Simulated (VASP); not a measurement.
Wanted: the native input for a VASP 6.6.1 run.

```yaml
Task: single point
Functional: PBE
Potentials_or_basis: VASP PAW PBE potentials, release 64 (Ga_d, O)
Cutoff: 520 eV
k_mesh: 6 × 6 × 6
Occupations: gaussian, width 0.01 eV
Spin: no spin polarisation
Dipole_correction: no
Further_INCAR_settings: ALGO = Normal; EDIFF = 1e-07; NBANDS = 55
```

The structure of Ga2O3 lies in POSCAR:

```
Ga2O3
1.0
    2.4922597451      1.4389068347      4.4806440167
   -2.4922597451      1.4389068347      4.4806440167
    0.0000000000     -2.8778136694      4.4806440168
Ga O
4 6
Direct
    0.8554260895      0.8554260895      0.8554260895
    0.3554260895      0.3554260895      0.3554260895
    0.1445739105      0.1445739105      0.1445739105
    0.6445739105      0.6445739105      0.6445739105
    0.4463666996      0.0536333004      0.7500000000
    0.0536333004      0.7500000000      0.4463666996
    0.5536333004      0.9463666996      0.2500000000
    0.2500000000      0.5536333004      0.9463666996
    0.9463666996      0.2500000000      0.5536333004
    0.7500000000      0.4463666996      0.0536333004
```

The input as run:

INCAR

```
PREC     = Accurate       # precision mode
ENCUT    = 520            # plane-wave cutoff, eV
EDIFF    = 1E-7           # SCF threshold, eV
ISMEAR   = 0              # smearing method
SIGMA    = 0.01           # smearing width, eV
LREAL    = False          # projectors in reciprocal space
LASPH    = True           # aspherical terms in the spheres
NELM     = 100            # most SCF steps
ALGO     = Normal         # electronic algorithm
ISIF     = 2              # what is computed and relaxed
LWAVE    = False          # write WAVECAR
LCHARG   = False          # write CHGCAR
GGA      = PE             # functional
NBANDS   = 55             # bands
```

KPOINTS

```
regular mesh
0
Gamma
  6 6 6
```

Potentials or basis: VASP PAW PBE potentials, release 64 (Ga_d, O).

Command:

```bash
$ cat potpaw_PBE.64/Ga_d/POTCAR potpaw_PBE.64/O/POTCAR > POTCAR
$ mpirun -np 1 vasp_std > vasp.out
```

It gave:

| Property | Result |
| --- | --- |
| Pressure | 10.4 GPa |
| Largest force | 0.069 eV/Å |
| Band gap on the k mesh | 2.85 eV (least direct gap 3.10 eV) |

Caveat: the cell stands under pressure.

Wall time 3.6 min on 1 thread of Intel(R) Xeon(R) Platinum 8488C (Sapphire Rapids), with other jobs on the host, peak memory 0.3 GiB.
